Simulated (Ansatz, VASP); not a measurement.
**Ti2O in VASP and in Ansatz**

```xyz
6
Lattice="-1.4757 -2.5560 0.0000 1.4757 -2.5560 0.0000 0.0000 0.0000 10.6280" Properties=species:S:1:pos:R:3 pbc="T T T"
Ti    0.0000   -1.7040    8.5154
Ti    0.0000   -1.7040    3.7014
Ti    0.0000   -3.4080    1.1126
Ti    0.0000   -3.4080    5.9266
O    -1.4757   -2.5560    2.4070
O    -1.4757   -2.5560    7.2210
```

Alike in both runs: task single point; functional r2SCAN; k mesh 18 × 18 × 5; occupations gaussian, width 0.15 eV; no spin polarisation.

```csv
,VASP,Ansatz
version,VASP 6.6.1,Ansatz 0.2.0
potentials or method,"VASP PAW PBE potentials, release 64 (Ti_sv, O), cutoff 520 eV","scalar-relativistic, plane waves, PAW"
valence electrons in the cell,60,60
```

VASP gave:

- gap on the k mesh at the Fermi level (eV): none
- pressure (GPa): -5.5
- traceless stress, the component that is largest in VASP (GPa): -5.14
- rms of the force components (eV/Å): 0.547

Q: Which values does Ansatz return?

A: gap on the k mesh at the Fermi level (eV): none; pressure (GPa): -6.4; traceless stress, the component that is largest in VASP (GPa): -5.07; rms of the force components (eV/Å): 0.515.

VASP's potentials were made for PBE, not for r2SCAN. Atom by atom the forces differ by 0.038 eV/Å (rms over components). A gap of «none» marks a metal or a gap that the smearing closes.
